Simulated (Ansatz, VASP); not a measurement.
# One calculation of CoSn, two programs

```
CELL_PARAMETERS angstrom
5.24604 0.00000 0.00000
-2.62302 4.54320 0.00000
0.00000 0.00000 4.18759
ATOMIC_POSITIONS crystal
Co 0.00000 0.50000 0.00000
Co 0.50000 0.50000 0.00000
Co 0.50000 0.00000 0.00000
Sn 0.66667 0.33333 0.50000
Sn 0.33333 0.66667 0.50000
Sn 0.00000 0.00000 0.00000
```

Alike in both runs: task single point; functional PBE; k mesh 6 × 6 × 4; occupations gaussian, width 0.1 eV; no spin polarisation.

|  | VASP | Ansatz |
| --- | --- | --- |
| version | VASP 6.6.1 | Ansatz 0.2.0 |
| potentials or method | VASP PAW PBE potentials, release 64 (Co, Sn_d), cutoff 520 eV | scalar-relativistic, plane waves, PAW |
| valence electrons in the cell | 69 | 93 |

```csv
,VASP,Ansatz,Ansatz less VASP
gap on the k mesh at the Fermi level (eV),none,none,-
pressure (GPa),4.0,4.1,+0.09
"traceless stress, the component that is largest in VASP (GPa)",-0.35,-0.28,+0.064
```

A gap of «none» marks a metal or a gap that the smearing closes. VASP's potentials hold 69 valence electrons a cell and Ansatz's 93, so a difference there can come from the potentials and not from the codes.

The k mesh is coarse, so the values compare programs but aren't converged.
